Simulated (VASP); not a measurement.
Set up this calculation in VASP 6.6.1, as the native input.

* Task: relaxation of shape and atoms at fixed volume
* Functional: PBE
* Potentials or basis: VASP PAW PBE potentials, release 64 (Ca_sv, Zn, Br)
* Cutoff: 500 eV
* k mesh: 4 × 4 × 8
* Occupations: gaussian, width 0.02 eV
* Spin: no spin polarisation
* Dipole correction: no
* Further INCAR settings: ALGO = Normal; EDIFF = 1e-07; IBRION = 2; EDIFFG = -0.01; NSW = 50; ISIF = 4

The structure of CaZnBr4 lies in POSCAR:

```
CaZnBr4
1.0
    4.6773651090     -4.6671794387      0.0000000000
    4.6773651090      4.6671794387      0.0000000000
    0.0000000000      0.0000000000      4.0144533926
Ca Zn Br
1 1 4
Direct
    0.5000000000      0.5000000000      0.5000000000
    0.0000000000      0.0000000000      0.0000000000
    0.8173285460      0.1826714540      0.5000000000
    0.2882808466      0.2882808466      0.0000000000
    0.7117191534      0.7117191534      0.0000000000
    0.1826714540      0.8173285460      0.5000000000
```

These files were run (other wordings do the same):

INCAR

```
SYSTEM = CaZnBr4
PREC = Accurate
ENCUT = 500
EDIFF = 1E-7
ISMEAR = 0
SIGMA = 0.02
LREAL = .False.
LASPH = .True.
NELM = 120
ALGO = Normal
ISIF = 4
LWAVE = .False.
LCHARG = .False.
GGA = PE
IBRION = 2
NSW = 50
EDIFFG = -0.01
GGA_COMPAT = .False.
NELMIN = 4
```

KPOINTS

```
regular mesh
0
Gamma
  4 4 8
  0 0 0
```

Potentials or basis: VASP PAW PBE potentials, release 64 (Ca_sv, Zn, Br).

Launch:

```sh
$ cat potpaw_PBE.64/Ca_sv/POTCAR potpaw_PBE.64/Zn/POTCAR potpaw_PBE.64/Br/POTCAR > POTCAR
$ mpirun -np 1 vasp_std > vasp.out
```

Results of the run:

```
Energy gained by relaxing    : 0.6 meV/atom
Ionic steps                  : 5
Pressure after relaxing      : 1.0 GPa
Largest force after relaxing : 0.009 eV/Å
Band gap on the k mesh       : 2.14 eV
```

Run time: 15 min on 1 thread of Oxide Virtual Turin-like Processor, on a shared host, peak memory 0.34 GiB.
